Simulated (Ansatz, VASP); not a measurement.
K3SBr: VASP beside Ansatz

Contents of INCAR:

```
SYSTEM = K3SBr
  ALGO = Normal
  EDIFF = 1E-6
  ENCUT = 500
  GGA = PS
  GGA_COMPAT = .FALSE.
  ISIF = 2
  ISMEAR = 0
  LASPH = .TRUE.
  LCHARG = .TRUE.
  LELF = .TRUE.
  LREAL = .FALSE.
  LVHAR = .TRUE.
  LWAVE = .FALSE.
  NBANDS = 28
  NELM = 120
  PREC = Accurate
  SIGMA = 0.05
```

File KPOINTS:

```
k-points
0
G
  4 4 4
  0 0 0
```

The input POSCAR:

```
K3SBr
1.0
    5.9454902316      0.0000000000      0.0000000000
    0.0000000000      5.9454902316      0.0000000000
    0.0000000000      0.0000000000      5.9454902316
Br S K
1 1 3
Direct
    0.0000000000      0.0000000000      0.0000000000
    0.5000000000      0.5000000000      0.5000000000
    0.5000000000      0.5000000000      0.0000000000
    0.5000000000      0.0000000000      0.5000000000
    0.0000000000      0.5000000000      0.5000000000
```

Input for Ansatz:

```yaml
crystal:
  lattice:
    - [5.9454902316, 0.0, 0.0]
    - [0.0, 5.9454902316, 0.0]
    - [0.0, 0.0, 5.9454902316]
  atoms:
    - { symbol: Br, position: [0.0, 0.0, 0.0] }
    - { symbol: S, position: [0.5, 0.5, 0.5] }
    - { symbol: K, position: [0.5, 0.5, 0.0] }
    - { symbol: K, position: [0.5, 0.0, 0.5] }
    - { symbol: K, position: [0.0, 0.5, 0.5] }
basis:
  ecutwfc: 420
kpoints:
  mp_grid: { grid: [4, 4, 4] }
hamiltonian:
  xc: pbesol
scf:
  occupations: { method: gaussian, width: 0.05 }
output:
  forces: true
  stress: true
  eigenvalues: true
```

Alike in both runs: task single point; functional PBEsol; k mesh 4 × 4 × 4; occupations gaussian, width 0.05 eV; no spin polarisation.

```csv
,VASP,Ansatz
version,VASP 6.6.1,Ansatz 0.2.0
potentials or method,"VASP PAW PBE potentials, release 64 (Br, S, K_sv), cutoff 500 eV","scalar-relativistic, plane waves, PAW"
valence electrons in the cell,40,40
```

```csv
,VASP,Ansatz,Ansatz less VASP
gap on the k mesh at the Fermi level (eV),1.70,1.71,+0.004
least direct gap on the mesh (eV),1.70,1.71,+0.004
pressure (GPa),-0.2,-0.3,-0.03
```

VASP's potentials were made for PBE, not for PBEsol. With one functional, cell and mesh, what is left measures potentials, basis and numerics.
